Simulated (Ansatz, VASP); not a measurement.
## Two plane-wave programs on Cd

Contents of INCAR:

```
SYSTEM = Cd
ALGO = Fast
EDIFF = 1E-6
ENCUT = 520
GGA = CA
ISIF = 2
ISMEAR = 0
LASPH = .TRUE.
LCHARG = .TRUE.
LELF = .TRUE.
LREAL = .FALSE.
LVHAR = .TRUE.
LWAVE = .FALSE.
NBANDS = 12
NELM = 100
PREC = Accurate
SIGMA = 0.15
```

Contents of KPOINTS:

```
k-points
0
G
  18 18 18
  0 0 0
```

Contents of POSCAR:

```
Cd
1.0
   -1.7843220000      1.7843220000      1.7843220000
    1.7843220000     -1.7843220000      1.7843220000
    1.7843220000      1.7843220000     -1.7843220000
Cd
1
Direct
    0.0000000000      0.0000000000      0.0000000000
```

Input for Ansatz:

```yaml
crystal:
  lattice:
    - [-1.784322, 1.784322, 1.784322]
    - [1.784322, -1.784322, 1.784322]
    - [1.784322, 1.784322, -1.784322]
  atoms:
    - { symbol: Cd, position: [0.0, 0.0, 0.0] }
basis:
  ecutwfc: 420
kpoints:
  mp_grid: { grid: [18, 18, 18] }
hamiltonian:
  xc: lda
scf:
  occupations: { method: gaussian, width: 0.15 }
output:
  forces: true
  stress: true
  eigenvalues: true
```

Alike in both runs: task single point; functional LDA; k mesh 18 × 18 × 18; occupations gaussian, width 0.15 eV; no spin polarisation.

```csv
,VASP,Ansatz
version,VASP 6.6.1,Ansatz 0.2.0
potentials or method,"VASP PAW LDA potentials, release 64 (Cd), cutoff 520 eV","scalar-relativistic, plane waves, PAW"
valence electrons in the cell,12,20
```

|  | VASP | Ansatz | Ansatz less VASP |
| --- | --- | --- | --- |
| gap on the k mesh at the Fermi level (eV) | none | none | - |
| pressure (GPa) | -4.7 | -5.0 | -0.33 |

LDA's correlation is that of Perdew and Zunger in VASP and of Perdew and Wang (1992) in Ansatz. A gap of «none» marks a metal or a gap that the smearing closes. VASP's potentials hold 12 valence electrons a cell and Ansatz's 20, so a difference there can come from the potentials and not from the codes.
